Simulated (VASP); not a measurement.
Runs of VASP 6.6.1 on AlN. The structure is that of space group Fm-3m (No. 225), or close to it. The cells are those of the table. 

| cell | gap on the mesh (eV) | pressure (GPa) |
| --- | --- | --- |
| a = 2.813, b = 2.813, c = 2.840 Å, angles 59.7, 59.7, 60.7°, 2 atoms | (b) | 5.3 |
| a = 2.775, b = 2.775, c = 2.766 Å, angles 60.1, 60.1, 59.8°, 2 atoms | 4.96 | 22.6 |
| a = 2.757, b = 2.757, c = 2.729 Å, angles 60.3, 60.3, 59.3°, 2 atoms | 4.79 | 33.2 |
| a = 2.794, b = 2.794, c = 2.803 Å, angles 59.9, 59.9, 60.2°, 2 atoms | 5.01 | 13.4 |
| a = 2.803, b = 2.803, c = 2.822 Å, angles 59.8, 59.8, 60.4°, 2 atoms | 4.86 | (a) |

Alike in all rows: task single point; level LDA; potentials or basis VASP PAW LDA potentials, release 64 (Al, N); no spin polarisation; k mesh 8 × 8 × 8; cutoff (eV) 520; smearing fermi-dirac 0.02 eV.

**Question.** Estimate the missing entries.

**Answer.** (a) 9.2; (b) 4.67.

A k mesh can miss the band edges.
